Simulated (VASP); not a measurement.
Input of a VASP 6.6.1 run:

Contents of INCAR:

```
PREC = Accurate
ENCUT = 600
EDIFF = 1E-6
ISMEAR = 0
SIGMA = 0.1
LREAL = F
LASPH = T
NELM = 100
ALGO = Fast
ISIF = 3
LWAVE = F
LCHARG = F
GGA = PE
IBRION = 2
NSW = 100
EDIFFG = -0.01
```

Contents of KPOINTS:

```
Automatic mesh
0
Gamma
  10 10 10
```

File POSCAR:

```
Al5Rh
1.0
    0.0000000000      3.6284966882      3.6284966882
    3.6284966882      0.0000000000      3.6284966882
    3.6284966882      3.6284966882      0.0000000000
Al Rh
5 1
Direct
    0.1248662808      0.6250445731      0.6250445731
    0.6250445731      0.1248662808      0.6250445731
    0.2500000000      0.2500000000      0.2500000000
    0.6250445731      0.6250445731      0.1248662808
    0.6250445731      0.6250445731      0.6250445731
    0.0000000000      0.0000000000      0.0000000000
```

Potentials or basis: VASP PAW PBE potentials, release 64 (Al, Rh_pv).

Command:

```console
$ cat potpaw_PBE.64/Al/POTCAR potpaw_PBE.64/Rh_pv/POTCAR > POTCAR
$ mpirun -np 1 vasp_std > vasp.out
```

Problem. Predict the space group after relaxing (to 0.1 Å).

Solution. F-43m (No. 216).

Problem. Estimate the relaxed cell.

Solution. a = 5.132 Å, b = 5.132 Å, c = 5.132 Å, α = 60.00°, β = 60.00°, γ = 60.00°.

Problem. Predict the relaxed volume.

Solution. 15.93 Å³/atom.

Problem. What does it give for the band gap on the k mesh?

Solution. Zero (bands 15 and 16 overlap by 2.34 eV).

Final structure:
```
CELL_PARAMETERS angstrom
0.00000 3.62881 3.62881
3.62881 0.00000 3.62881
3.62881 3.62881 0.00000
ATOMIC_POSITIONS crystal
Al 0.12553 0.62482 0.62482
Al 0.62482 0.12553 0.62482
Al 0.25000 0.25000 0.25000
Al 0.62482 0.62482 0.12553
Al 0.62482 0.62482 0.62482
Rh 0.00000 0.00000 0.00000
```
